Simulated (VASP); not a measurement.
# MgS in VASP: notebook

Runs on MgS. Level: PBE. Tasks: single point, relaxation of cell and atoms.

Program: VASP 6.6.1. These are calculated values, not measurements. Logs are shortened: lines on timing, memory, paths and dates and some standing lists are left out, and cuts for length are marked.

### Step 1. The cell of the first run

The typed cell holds 2 atoms: a = 3.313 Å, b = 3.610 Å, c = 3.610 Å, α = 59.98°, β = 90.00°, γ = 90.00°.

### Step 2. Single point, PBE

Input file INCAR:

```
PREC = Accurate
ENCUT = 520
EDIFF = 1E-6
ISMEAR = 0
SIGMA = 0.1
LREAL = False
LASPH = True
NELM = 60
ALGO = Normal
ISIF = 2
LWAVE = False
LCHARG = True
GGA = PE
LELF = True
LVHAR = True
NBANDS = 11
```

Input file KPOINTS:

```
regular mesh
0
Gamma
  4 6 6
```

Input file POSCAR:

```
MgS
1.0
    3.3134928068      0.0000000000      0.0000000000
    0.0000000000      1.8044659910      3.1268949856
    0.0000000000     -1.8044659910      3.1268949856
Mg S
1 1
Direct
    0.5000000000      0.6666527855      0.6666527855
    0.0000000000      0.3333472145      0.3333472145
```

Potentials or basis: VASP PAW PBE potentials, release 64 (Mg, S).

Command:

```console
cat potpaw_PBE.64/Mg/POTCAR potpaw_PBE.64/S/POTCAR > POTCAR
mpirun -np 1 vasp_std > vasp.out
```

OUTCAR:

```text
PREC = Accurate
   ENCUT = 520
   EDIFF = 1E-6
   ISMEAR = 0
   LREAL = False
   LASPH = True
   NELM = 60
   ISIF = 2
   GGA = PE

 ion  position               nearest neighbor table
   1  0.500  0.667  0.667-   2 2.66   2 2.66   2 2.66   2 2.66   2 2.66   2 2.66
   2  0.000  0.333  0.333-   1 2.66   1 2.66   1 2.66   1 2.66   1 2.66   1 2.66

  LATTYP: Found a base centered orthorhombic cell.
 ALAT       =     3.6089319820
 B/A-ratio  =     1.7328644603
 C/A-ratio  =     0.9181366740

  Lattice vectors:

 A1 = (   0.0000000000,   1.8044659910,  -3.1268949856)
 A2 = (   0.0000000000,   1.8044659910,   3.1268949856)
 A3 = (   3.3134928068,   0.0000000000,   0.0000000000)

Analysis of symmetry for initial positions (statically):
=====================================================================
 Subroutine PRICEL returns:
 Original cell was already a primitive cell.

 Routine SETGRP: Setting up the symmetry group for a
 base centered orthorhombic supercell.

 Subroutine GETGRP returns: Found  4 space group operations
 (whereof  4 operations were pure point group operations)
 out of a pool of  8 trial point group operations.

The static configuration has the point symmetry C_2v.

Analysis of symmetry for dynamics (positions and initial velocities):
=====================================================================
 Subroutine PRICEL returns:
 Original cell was already a primitive cell.

 Routine SETGRP: Setting up the symmetry group for a
 base centered orthorhombic supercell.

 Subroutine GETGRP returns: Found  4 space group operations
 (whereof  4 operations were pure point group operations)
 out of a pool of  8 trial point group operations.

The dynamic configuration has the point symmetry C_2v.

 Subroutine INISYM returns: Found  4 space group operations
 (whereof  4 operations are pure point group operations),
 and found     1 'primitive' translations

----------------------------------------------------------------------------------------

                                     Primitive cell

  volume of cell :      37.3919

  direct lattice vectors                    reciprocal lattice vectors
     3.313492807  0.000000000  0.000000000     0.301796339  0.000000000  0.000000000
     0.000000000  1.804465991  3.126894986     0.000000000  0.277090287  0.159903036
     0.000000000 -1.804465991  3.126894986     0.000000000 -0.277090287  0.159903036

  length of vectors
     3.313492807  3.610203563  3.610203563     0.301796339  0.319918752  0.319918752

  position of ions in fractional coordinates (direct lattice)
     0.500000000  0.666652785  0.666652785
     0.000000000  0.333347215  0.333347215

  ion indices of the primitive-cell ions
   primitive index   ion index
                 1           1
                 2           2

----------------------------------------------------------------------------------------

 KPOINTS: regular mesh

Automatic generation of k-mesh.
 Grid dimensions read from file:
 generate k-points for:    4    6    6

 Generating k-lattice:

  Cartesian coordinates                     Fractional coordinates (reciprocal lattice)
     0.075449085  0.000000000  0.000000000     0.250000000  0.000000000  0.000000000
     0.000000000  0.046181715  0.026650506     0.000000000  0.166666667 -0.000000000
     0.000000000 -0.046181715  0.026650506     0.000000000 -0.000000000  0.166666667

  Length of vectors
     0.075449085  0.053319792  0.053319792

  Shift w.r.t. Gamma in fractional coordinates (k-lattice)
     0.000000000  0.000000000  0.000000000

 Subroutine IBZKPT returns following result:
 ===========================================

 Found     39 irreducible k-points:

 Following reciprocal coordinates:
            Coordinates               Weight
  0.000000  0.000000  0.000000      1.000000
  0.250000  0.000000  0.000000      2.000000
  0.500000  0.000000  0.000000      1.000000
  0.000000  0.166667  0.000000      4.000000
  0.250000  0.166667  0.000000      8.000000
  0.500000  0.166667  0.000000      4.000000
[... 16 lines left out ...]
  0.250000 -0.333333  0.166667      8.000000
  0.500000 -0.333333  0.166667      4.000000
 [... further k-points ...]
   k-points           NKPTS =     39   k-points in BZ     NKDIM =     39   number of bands    NBANDS=     11
   number of dos      NEDOS =    301   number of ions     NIONS =      2
   total plane-waves  NPLWV =  21952
   dimension x,y,z NGX =    28 NGY =   28 NGZ =   28
   dimension x,y,z NGXF=    56 NGYF=   56 NGZF=   56
   ions per type =               1   1
   NGX,Y,Z   is equivalent  to a cutoff of  14.05, 12.89, 12.89 a.u.
   NGXF,Y,Z  is equivalent  to a cutoff of  28.10, 25.79, 25.79 a.u.
 SYSTEM =  unknown system
   PREC   = accura    normal or accurate (medium, high low for compatibility)
   ISTART =      0    job   : 0-new  1-cont  2-samecut
   ICHARG =      2    charge: 1-file 2-atom 10-const
   ISPIN  =      1    spin polarized calculation?
   LNONCOLLINEAR =      F non collinear calculations
   LSORBIT =      F    spin-orbit coupling
   LASPH  =      T    aspherical Exc in radial PAW
   ENCUT  =  520.0 eV  38.22 Ry    6.18 a.u.   6.16  6.71  6.71*2*pi/ulx,y,z
   NELM   =     60;   NELMIN=  2; NELMDL= -5     # of ELM steps
   EDIFF  = 0.1E-05   stopping-criterion for ELM
   LREAL  =      F    real-space projection
   EDIFFG = 0.1E-04   stopping-criterion for IOM
   NSW    =      0    number of steps for IOM
   IBRION =     -1    ionic relax: 0-MD 1-quasi-New 2-CG
   NFREE  =      0    steps in history (QN), initial steepest desc. (CG)
   ISIF   =      2    stress and relaxation
   ISYM   =      2    0-nonsym 1-usesym 2-fastsym
   POTIM  = 0.5000    time-step for ionic-motion
   TEBEG  =    0.0;   TEEND  =   0.0 temperature during run
   PSTRESS=    0.0 pullay stress
   NELECT =       8.0000    total number of electrons
   NUPDOWN=      -1.0000    fix difference up-down
   EMIN   =  10.00;   EMAX   =-10.00  energy-range for DOS
   EFERMI =   0.00;   METHOD = LEGACY
   ISMEAR =     0;   SIGMA  =   0.10  broadening in eV -4-tet -1-fermi 0-gaus
   EFERMI_NEDOS =   21; number of points for ismear=-14 and -15
   IALGO  =     38    algorithm
   IMIX   =      4    mixing-type and parameters
     AMIX     =   0.40;   BMIX     =  1.00
     AMIX_MAG =   1.60;   BMIX_MAG =  1.00
  volume/ion in A,a.u.               =      18.70       126.17
  Fermi-wavevector in a.u.,A,eV,Ry     =   0.979142  1.850309 13.044153  0.958718
  Thomas-Fermi vector in A             =   2.109972
   LORBIT       =      0    0 simple, 1 ext, 2 COOP (PROOUT), +10 PAW based schemes
   GGA     = PE    functional components
   LHFCALC =     F    Hartree Fock is set to
   AEXX    =    0.0000 exact exchange contribution
   IVDW    =     0    specifies the selected vdW correction
   LEPSILON=     F    determine dielectric tensor
   LRPA    =     F    only Hartree local field effects (RPA)
 non-spin polarized calculation
 Gauss-broadening in eV      SIGMA  =   0.10
  energy-cutoff  :      520.00
  volume of cell :       37.39
 maximum number of plane-waves:      1032
 NGX is ok and might be reduce to    28
   NGX = 13   NGY = 13   NGZ = 13

 number of electron       8.0000000 magnetization

 Free energy of the ion-electron system (eV)
  ---------------------------------------------------
  ext. energy  EPLUGINS =         0.00000000
  ---------------------------------------------------
  free energy    TOTEN  =        -7.96490465 eV

  energy without entropy =       -7.96490465  energy(sigma->0) =       -7.96490465

 E-fermi :   4.4431     XC(G=0):  -9.4048

 val. band max:        3.9714524881   @ k =   0.0000  -0.3333   0.3333
 cond. band min:       5.0994542256   @ k =   0.5000   0.5000   0.5000
 fundamental gap:      1.1280017375
 Fermi energy:         4.4430621351

 k-point     1 :       0.0000    0.0000    0.0000
  band No.  band energies     occupation
      1      -9.0713      2.00000
      2       3.1940      2.00000
      3       3.1970      2.00000
      4       3.2027      2.00000
      5       5.9853      0.00000
      6       9.3468      0.00000
      7      11.0340      0.00000
      8      11.0405      0.00000
      9      15.0897      0.00000
     10      17.7018      0.00000
     11      17.8228      0.00000

 k-point     2 :       0.2500    0.0000    0.0000
  band No.  band energies     occupation
      1      -8.6015      2.00000
      2       0.1820      2.00000
      3       3.5179      2.00000
      4       3.5208      2.00000
      5       7.7487      0.00000
      6      11.5481      0.00000
      7      11.7011      0.00000
      8      11.7075      0.00000
      9      14.0396      0.00000
     10      14.0448      0.00000
     11      15.9931      0.00000

 k-point     3 :       0.5000    0.0000    0.0000
  band No.  band energies     occupation
      1      -7.9830      2.00000
      2      -1.7542      2.00000
      3       3.9032      2.00000
      4       3.9058      2.00000
      5       9.3547      0.00000
      6      10.8784      0.00000
      7      12.2327      0.00000
      8      12.2382      0.00000
      9      12.9628      0.00000
     10      12.9686      0.00000
     11      15.4796      0.00000

 k-point     4 :       0.0000    0.1667    0.0000
  band No.  band energies     occupation
      1      -8.8475      2.00000
      2       1.6299      2.00000
      3       2.9071      2.00000
      4       3.3525      2.00000
      5       7.0290      0.00000
      6       9.4250      0.00000
      7      10.8585      0.00000
      8      11.9801      0.00000
      9      15.1807      0.00000
     10      16.7601      0.00000
     11      17.2840      0.00000
[... 239 lines left out ...]
 k-point    22 :       0.0000   -0.3333    0.1667
  band No.  band energies     occupation
      1      -8.0077      2.00000
      2      -0.8236      2.00000
      3       1.2701      2.00000
      4       3.8741      2.00000
      5       8.5701      0.00000
      6      10.2426      0.00000
      7      11.8921      0.00000
      8      12.8287      0.00000
      9      14.4263      0.00000
     10      15.0371      0.00000
     11      16.2886      0.00000

 k-point    23 :       0.2500   -0.3333    0.1667
  band No.  band energies     occupation
      1      -7.6117      2.00000
      2      -0.2650      2.00000
      3       1.4527      2.00000
      4       1.7495      2.00000
      5       7.7685      0.00000
      6       9.2356      0.00000
      7      11.0883      0.00000
      8      13.4083      0.00000
      9      14.4147      0.00000
     10      17.1512      0.00000
     11      18.4487      0.00000

 k-point    24 :       0.5000   -0.3333    0.1667
  band No.  band energies     occupation
      1      -7.1163      2.00000
      2      -0.2481      2.00000
      3       0.5626      2.00000
      4       2.3308      2.00000
      5       5.6354      0.00000
      6       8.2737      0.00000
      7      10.9569      0.00000
      8      14.4368      0.00000
      9      14.6978      0.00000
     10      18.4538      0.00000
     11      19.4180      0.00000

 [... further k-points ...]
[... 5 lines left out ...]
  --------------------------------------------------------------------------------------
  -------------------------------------------------------------------------------------
  Total       -0.0615402     -0.0460761     -0.0565281      0.0000000      0.0000000      0.0000000
  in kB       -2.6368861     -1.9742771     -2.4221252      0.0000000      0.0000000      0.0000000
  external PRESSURE =      -2.3444295 kB  Pullay stress =       0.0000000 kB

 VOLUME and BASIS-vectors are now :
 -----------------------------------------------------------------------------
  energy-cutoff  :      520.00
  volume of cell :       37.39
      direct lattice vectors                 reciprocal lattice vectors
     3.313492807  0.000000000  0.000000000     0.301796339  0.000000000  0.000000000
     0.000000000  1.804465991  3.126894986     0.000000000  0.277090287  0.159903036
     0.000000000 -1.804465991  3.126894986     0.000000000 -0.277090287  0.159903036

 POSITION                                       TOTAL-FORCE (eV/Angst)
 -----------------------------------------------------------------------------------
      1.65675      0.00000      4.16911         0.000000      0.000000      0.000384
      0.00000      0.00000      2.08468         0.000000      0.000000     -0.000384
 -----------------------------------------------------------------------------------
    total drift:                               -0.000000     -0.000000     -0.000016

  FREE ENERGIE OF THE ION-ELECTRON SYSTEM (eV)
  ---------------------------------------------------
  free  energy   TOTEN  =        -7.9649046497 eV

  energy  without entropy=       -7.9649046497  energy(sigma->0) =       -7.96490465
```

It took 10 s on 1 thread of AMD EPYC 9R45 (Zen 5), shared host; peak memory 0.13 GiB.

What came out:

- Free energy: -7.9649 eV
- Pressure: -0.2 GPa
- Band gap on the k mesh: 1.13 eV, indirect (least direct gap 2.07 eV)

Levels at points of the mesh, in eV from the valence-band top:
| k point | band 1 | band 2 | band 3 | band 4 | band 5 | band 6 | band 7 | band 8 | band 9 |
| --- | --- | --- | --- | --- | --- | --- | --- | --- | --- |
| (0.00, 0.00, 0.00) | -13.04 | -0.78 | -0.77 | -0.77 | 2.01 | 5.38 | 7.06 | 7.07 | 11.12 |
| (0.50, 0.00, 0.00) | -11.95 | -5.73 | -0.07 | -0.07 | 5.38 | 6.91 | 8.26 | 8.27 | 8.99 |
| (0.00, 0.50, 0.00) | -11.97 | -5.20 | -1.75 | -0.09 | 3.05 | 6.52 | 7.80 | 8.49 | 11.87 |
| (0.50, 0.50, 0.00) | -11.08 | -4.19 | -3.76 | -0.94 | 1.13 | 5.53 | 6.29 | 7.75 | 12.99 |
| (0.00, 0.50, 0.50) | -11.97 | -5.21 | -1.74 | -0.09 | 3.06 | 6.52 | 7.80 | 8.49 | 11.87 |
| (0.50, 0.50, 0.50) | -11.08 | -4.19 | -3.76 | -0.94 | 1.13 | 5.54 | 6.30 | 7.76 | 12.99 |

Caveat: the k points lie up to 0.47 Å⁻¹ apart. As with any semilocal functional, this PBE gap is likely too small.

### Step 3. Relaxation of cell and atoms, PBE

Input file INCAR:

```
ALGO = Normal ; EDIFF = 1E-6
EDIFFG = -0.04 ; ENCUT = 600
GGA = PE ; IBRION = 2
ISIF = 3 ; ISMEAR = 0
LASPH = True ; LCHARG = False
LREAL = False ; LWAVE = False
NELM = 60 ; NSW = 90
PREC = Accurate ; SIGMA = 0.1
```

Input file KPOINTS:

```
k-points
0
Gamma
  6 6 6
```

Input file POSCAR:

```
MgS
1.0
    3.6095677723      0.0000000000      0.0000000000
   -1.8047838861      3.1259773875      0.0000000000
    0.0000000000      0.0000000000      3.3134928068
Mg S
1 1
Direct
    0.3333333333      0.6666666667      0.5000000000
    0.0000000000      0.0000000000      0.0000000000
```

Potentials or basis: VASP PAW PBE potentials, release 64 (Mg, S).

Command:

```console
cat potpaw_PBE.64/Mg/POTCAR potpaw_PBE.64/S/POTCAR > POTCAR
mpirun -np 1 vasp_std > vasp.out
```

Wall time 9.9 s (1 thread of AMD EPYC 9R45 (Zen 5), shared host); peak memory 0.14 GiB.

Results (log left out):

| Item | Value |
| --- | --- |
| Free energy | -7.9965 eV |
| Relaxed volume | 18.58 Å³/atom |
| Relaxed cell | a = 3.607 Å, b = 3.607 Å, c = 3.299 Å, α = 90.00°, β = 90.00°, γ = 120.00° |
| Space group after relaxing (to 0.05 Å) | P-6m2 (No. 187) |
| Energy gained by relaxing | 0.1 meV/atom |
| Ionic steps | 2 |
| Pressure after relaxing | 0.1 GPa |
| Band gap on the k mesh | 1.12 eV, indirect (least direct gap 2.11 eV) |

Stress tensor (GPa, compression positive):
```
0.04 0.00 0.00
0.00 0.04 0.00
0.00 0.00 0.28
```

The path:
```csv
step,energy change (eV),largest force (eV/Å),pressure (GPa),volume (Å³)
1,0.0000,0.0000,-0.36,37.39
2,-0.0003,0.0000,0.12,37.16
```

Final structure:
```xyz
2
Lattice="3.6067 0.0000 0.0000 -1.8034 3.1235 0.0000 0.0000 0.0000 3.2985" Properties=species:S:1:pos:R:3 pbc="T T T"
Mg    0.0000    2.0823    1.6493
S     0.0000    0.0000    0.0000
```

Levels at points of the mesh, in eV from the valence-band top:
```tsv
k point	band 1	band 2	band 3	band 4	band 5	band 6	band 7	band 8
(0.00, 0.00, 0.00)	-13.11	-0.83	-0.83	-0.76	2.04	5.35	7.02	7.02
(0.50, 0.00, 0.00)	-12.03	-5.27	-1.80	-0.09	3.03	6.54	7.85	8.54
(0.00, 0.00, 0.50)	-12.00	-5.78	-0.11	-0.11	5.37	6.93	8.23	8.23
(0.50, 0.00, 0.50)	-11.12	-4.25	-3.81	-0.99	1.12	5.51	6.28	7.77
```

(Continued in part 2 of 3.)
